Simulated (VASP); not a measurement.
Crystal: CuF.

```
Cu F
1.0
     2.78978    0.00000    0.00000
    -1.39489    2.41602    0.00000
     0.00000    0.00000    6.72112
Cu F
2 2
Direct
  0.33333 0.66667 0.04599
  0.66667 0.33333 0.54599
  0.33333 0.66667 0.32901
  0.66667 0.33333 0.82901
```

Base run:

* Program: VASP 6.6.1
* Functional: PBE
* Potentials or basis: VASP PAW PBE potentials, release 64 (Cu_sv_GW, F)
* Cutoff: 700 eV
* k mesh: 9 × 9 × 4
* Occupations: fermi-dirac, width 0.02 eV
* Spin: no spin polarisation

Its results: band gap on the k mesh 0.14 eV, indirect (least direct gap 0.47 eV); pressure 3.1 GPa; largest force 0.010 eV/Å.

Task: The run is repeated on the same cell with these changes: potentials or basis from VASP PAW PBE potentials, release 64 (Cu_sv_GW, F) to VASP PAW PBE potentials, release 64 (Cu, F); cutoff from 700 eV to 520 eV; further incar settings from ALGO = Normal; EDIFF = 1e-06; NBANDS = 34 to ALGO = Normal; EDIFF = 1e-07; NBANDS = 26; valence electrons from 52 to 36. What comes out?

Result: Band gap on the k mesh 0.14 eV, indirect (least direct gap 0.47 eV); pressure 6.0 GPa; largest force 0.032 eV/Å.

A k mesh can miss the band edges.
